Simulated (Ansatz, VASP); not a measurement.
# Ge4IrW in VASP and in Ansatz

INCAR

```
ALGO = Normal ; EDIFF = 1E-6
ENCUT = 520 ; GGA = PE
ISIF = 2 ; ISMEAR = 0
LASPH = True ; LCHARG = False
LREAL = False ; LWAVE = False
NBANDS = 48 ; NELM = 60
PREC = Accurate ; SIGMA = 0.1
```

File KPOINTS:

```
k-points
0
Gamma
  6 6 2
```

File POSCAR:

```
Ge4IrW
1.0
    3.6540607400      0.0000000000      0.0000000000
   -1.8270303700      3.1645094300      0.0000000000
    0.0000000000      0.0000000000      7.9412215600
Ge Ir W
4 1 1
Direct
    0.3333333300      0.6666666700      0.7444408500
    0.3333333300      0.6666666700      0.2555591500
    0.6666666700      0.3333333300      0.7444408500
    0.6666666700      0.3333333300      0.2555591500
    0.0000000000      0.0000000000      0.5000000000
    0.0000000000      0.0000000000      0.0000000000
```

Input for Ansatz:

```yaml
crystal:
  lattice:
    - [3.65406074, 0.0, 0.0]
    - [-1.82703037, 3.16450943, 0.0]
    - [0.0, 0.0, 7.94122156]
  atoms:
    - { symbol: Ge, position: [0.33333333, 0.66666667, 0.74444085] }
    - { symbol: Ge, position: [0.33333333, 0.66666667, 0.25555915] }
    - { symbol: Ge, position: [0.66666667, 0.33333333, 0.74444085] }
    - { symbol: Ge, position: [0.66666667, 0.33333333, 0.25555915] }
    - { symbol: Ir, position: [0.0, 0.0, 0.5] }
    - { symbol: W, position: [0.0, 0.0, 0.0] }
basis:
  ecutwfc: 420
kpoints:
  mp_grid: { grid: [6, 6, 2] }
hamiltonian:
  xc: pbe
scf:
  occupations: { method: gaussian, width: 0.1 }
  lower_state_search: "off"
output:
  forces: true
  stress: true
  eigenvalues: true
```

Change from the starting cell: species swapped into the HfTaB4 type (P6/mmm, No. 191).

Alike in both runs: task single point; functional PBE; k mesh 6 × 6 × 2; occupations gaussian, width 0.1 eV; no spin polarisation.

|  | VASP | Ansatz |
| --- | --- | --- |
| version | VASP 6.6.1 | Ansatz 0.2.0 |
| potentials or method | VASP PAW PBE potentials, release 64 (Ge_d, Ir, W_sv), cutoff 520 eV | scalar-relativistic, plane waves, PAW |
| valence electrons in the cell | 79 | 87 |

|  | VASP | Ansatz | Ansatz less VASP |
| --- | --- | --- | --- |
| gap on the k mesh at the Fermi level (eV) | none | none | - |
| rms of the force components (eV/Å) | 0.065 | 0.065 | +0.0006 |

Atom by atom the forces differ by 0.001 eV/Å (rms over components). A gap of «none» marks a metal or a gap that the smearing closes. VASP's potentials hold 79 valence electrons a cell and Ansatz's 87, so a difference there can come from the potentials and not from the codes.

The k mesh is coarse, so the values compare programs but aren't converged. Neither program's run includes spin-orbit coupling.
